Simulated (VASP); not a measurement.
Wanted: the native input for a VASP 6.6.1 run.

```yaml
Task: single point
Functional: r2SCAN
Potentials_or_basis: VASP PAW PBE potentials, release 64 (Ti_sv, O)
Cutoff: 520 eV
k_mesh: 6 × 6 × 8
Occupations: gaussian, width 0.05 eV
Spin: no spin polarisation
Hubbard_terms: Ti d U = 4.0 eV
Dipole_correction: no
Further_INCAR_settings: ALGO = Normal; EDIFF = 1e-07; NBANDS = 33
```

The system is TiO2.

```
CELL_PARAMETERS angstrom
4.78126 0.00000 0.00000
0.00000 4.78126 0.00000
0.00000 0.00000 2.75345
ATOMIC_POSITIONS crystal
Ti 0.00000 0.00000 0.00000
Ti 0.50000 0.50000 0.50000
O 0.30514 0.30514 0.00000
O 0.19486 0.80514 0.50000
O 0.69486 0.69486 0.00000
O 0.80514 0.19486 0.50000
```

This cell differs from its parent crystal: strain +0.040 along x and y, -0.080 along z.

These files were run (other wordings do the same):

POSCAR

```
TiO2
1.0
    4.7812580944      0.0000000000      0.0000000000
    0.0000000000      4.7812580944      0.0000000000
    0.0000000000      0.0000000000      2.7534534527
Ti O
2 4
Direct
    0.0000000000      0.0000000000      0.0000000000
    0.5000000000      0.5000000000      0.5000000000
    0.3051400959      0.3051400959      0.0000000000
    0.1948599041      0.8051400959      0.5000000000
    0.6948599041      0.6948599041      0.0000000000
    0.8051400959      0.1948599041      0.5000000000
```

INCAR.step1

```
  ALGO = Normal
  EDIFF = 1E-4
  ENCUT = 520
  GGA = PE
  ISMEAR = 0
  LASPH = True
  LCHARG = False
  LDAU = True
  LDAUJ = 0 0
  LDAUL = 2 -1
  LDAUTYPE = 2
  LDAUU = 4 0
  LMAXMIX = 4
  LREAL = False
  LWAVE = True
  NBANDS = 33
  NELM = 150
  PREC = Accurate
  SIGMA = 0.05
```

INCAR.step2

```
  ALGO = Normal
  EDIFF = 1E-7
  ENCUT = 520
  ISIF = 2
  ISMEAR = 0
  ISTART = 1
  LASPH = True
  LCHARG = True
  LDAU = True
  LDAUJ = 0 0
  LDAUL = 2 -1
  LDAUPRINT = 1
  LDAUTYPE = 2
  LDAUU = 4 0
  LELF = True
  LMAXMIX = 4
  LMIXTAU = True
  LREAL = False
  LVHAR = True
  LWAVE = False
  METAGGA = R2SCAN
  NBANDS = 33
  NELM = 150
  PREC = Accurate
  SIGMA = 0.05
```

KPOINTS

```
k-points
0
Gamma
  6 6 8
```

Potentials or basis: VASP PAW PBE potentials, release 64 (Ti_sv, O).

The run is started by

```sh
$ cat potpaw_PBE.64/Ti_sv/POTCAR potpaw_PBE.64/O/POTCAR > POTCAR
$ cp INCAR.step1 INCAR
$ mpirun -np 1 vasp_std > vasp.out
$ cp INCAR.step2 INCAR
$ mpirun -np 1 vasp_std > vasp.out
```

It gave:

```yaml
Pressure: 13.9 GPa
Largest_force: 0.535 eV/Å
Band_gap_on_the_k_mesh: 2.86 eV (least direct gap 2.92 eV)
```

Caveat: the cell differs from its parent crystal (strain +0.040 along x and y, -0.080 along z); the cell stands under pressure; the PAW data sets were made with another functional, which shifts forces and pressure a little.

It took 2.4 min on 1 thread of Intel(R) Xeon(R) 6975P-C (Granite Rapids), on a shared host, peak memory 0.22 GiB.
